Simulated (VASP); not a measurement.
**LaHf7O16 (a cell with a defect): relaxation of the atoms with PBE**

LaHf7O16 (a cell with a defect):

```
La Hf O
1.0
     0.00000    5.11500    5.11500
     5.11500    0.00000    5.11500
     5.11500    5.11500    0.00000
La Hf O
1 7 16
Cartesian
  0.0000 0.0000 0.0000
  2.5575 2.5575 0.0000
  2.5575 0.0000 2.5575
  5.1150 2.5575 2.5575
  0.0000 2.5575 2.5575
  2.5575 5.1150 2.5575
  2.5575 2.5575 5.1150
  5.1150 5.1150 5.1150
  1.2788 1.2788 1.2788
  3.8363 3.8363 1.2788
  3.8363 1.2788 3.8363
  6.3938 3.8363 3.8363
  1.2788 3.8363 3.8363
  3.8363 6.3938 3.8363
  3.8363 3.8363 6.3938
  6.3938 6.3938 6.3938
  3.8363 3.8363 3.8363
  6.3938 6.3938 3.8363
  6.3937 3.8363 6.3938
  8.9512 6.3938 6.3938
  3.8363 6.3937 6.3937
  6.3938 8.9512 6.3937
  6.3937 6.3937 8.9512
  8.9512 8.9512 8.9512
```

| Item | Value |
| --- | --- |
| Program | VASP 6.6.1 |
| Task | relaxation of the atoms |
| Functional | PBE |
| Potentials or basis | VASP PAW PBE potentials, release 64 (La, Hf_pv, O) |
| Cutoff | 520 eV |
| k mesh | 3 × 3 × 3 |
| Occupations | fermi-dirac, width 0.01 eV |
| Spin | no spin polarisation |
| Dipole correction | no |
| Charge | -1 |
| Further INCAR settings | LREAL = Auto; ALGO = Normal; EDIFF = 1e-06; IBRION = 2; EDIFFG = -0.03; NSW = 60; NELECT = 178.0 |

The energy gained by relaxing is 96.5 meV/atom and the ionic steps are 5. The largest force after relaxing is 0.012 eV/Å.

Forces in eV/Å, atoms in the order of the input:
```
La   0.000  0.000  0.000
Hf   0.000  0.000  0.000
Hf   0.000  0.000  0.000
Hf   0.000  0.000  0.000
Hf   0.000  0.000  0.000
Hf   0.000  0.000  0.000
Hf   0.000  0.000  0.000
Hf   0.000  0.000  0.000
O    0.007  0.007  0.007
O   -0.007 -0.007  0.007
O   -0.007  0.007 -0.007
O    0.002 -0.002 -0.002
O    0.007 -0.007 -0.007
O   -0.002  0.002 -0.002
O   -0.002 -0.002  0.002
O    0.002  0.002  0.002
O   -0.002 -0.002 -0.002
O    0.002  0.002 -0.002
O    0.002 -0.002  0.002
O   -0.007  0.007  0.007
O   -0.002  0.002  0.002
O    0.007 -0.007  0.007
O    0.007  0.007 -0.007
O   -0.007 -0.007 -0.007
```

Step by step:
| step | energy change (eV) | largest force (eV/Å) | pressure (GPa) |
| --- | --- | --- | --- |
| 1 | 0.0000 | 3.7978 | 11.73 |
| 2 | -2.1936 | 0.6547 | 10.88 |
| 3 | -2.2566 | 0.6129 | 10.66 |
| 4 | -2.3148 | 0.1272 | 10.74 |
| 5 | -2.3172 | 0.0119 | 10.71 |

Final structure:
```
La Hf O
1.0
     0.00000    5.11500    5.11500
     5.11500    0.00000    5.11500
     5.11500    5.11500    0.00000
La Hf O
1 7 16
Direct
  0.00000 0.00000 0.00000
  0.00000 0.00000 0.50000
  0.00000 0.50000 0.00000
  0.00000 0.50000 0.50000
  0.50000 0.00000 0.00000
  0.50000 0.00000 0.50000
  0.50000 0.50000 0.00000
  0.50000 0.50000 0.50000
  0.13382 0.13382 0.13382
  0.13382 0.13382 0.59855
  0.13382 0.59855 0.13382
  0.13222 0.62259 0.62259
  0.59855 0.13382 0.13382
  0.62259 0.13222 0.62259
  0.62259 0.62259 0.13222
  0.62259 0.62259 0.62259
  0.37741 0.37741 0.37741
  0.37741 0.37741 0.86778
  0.37741 0.86778 0.37741
  0.40145 0.86618 0.86618
  0.86778 0.37741 0.37741
  0.86618 0.40145 0.86618
  0.86618 0.86618 0.40145
  0.86618 0.86618 0.86618
```

Levels at points of the mesh, in eV from the Fermi level:
```tsv
k point	band 85	band 86	band 87	band 88	band 89	band 90	band 91	band 92	band 93	band 94
(0.00, 0.00, 0.00)	-0.89	-0.89	-0.33	-0.31	-0.31	3.20	3.20	3.60	3.60	4.03
```

Wall time 14 min on 1 thread of Intel(R) Xeon(R) 6975P-C (Granite Rapids) (shared host), peak memory 0.47 GiB.

Caveat: the cell carries a net charge on a neutralising background, which shifts energy and pressure; the cell is charged against a uniform background, so pressure and absolute levels hang on convention; spin-orbit coupling is left out, which moves the levels of the heavy elements.
